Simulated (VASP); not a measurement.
Runs of VASP 6.6.1 on CaSe. The structure is that of space group P4/mmm (No. 123), or close to it. The cells are those of the table. 

```tsv
cell	k mesh	smearing	gap on the mesh (eV)
a = 4.201, b = 4.201, c = 14.000 Å, 2 atoms	4 × 4 × 1	gaussian 0.1 eV	2.36
a = 4.031, b = 4.031, c = 23.800 Å, 2 atoms	8 × 8 × 1	gaussian 0.02 eV	2.49
a = 4.031, b = 4.031, c = 23.800 Å, 2 atoms	4 × 4 × 1	gaussian 0.1 eV	(a)
a = 4.029, b = 4.029, c = 23.800 Å, 2 atoms	8 × 8 × 1	gaussian 0.02 eV	2.49
```

Alike in all rows: task single point; level PBE; potentials or basis VASP PAW PBE potentials, release 64 (Ca_sv, Se); no spin polarisation; cutoff (eV) 520.

Fill in the values left out.

(a) 2.48.

A k mesh can miss the band edges, and the runs leave out spin-orbit coupling on Se.
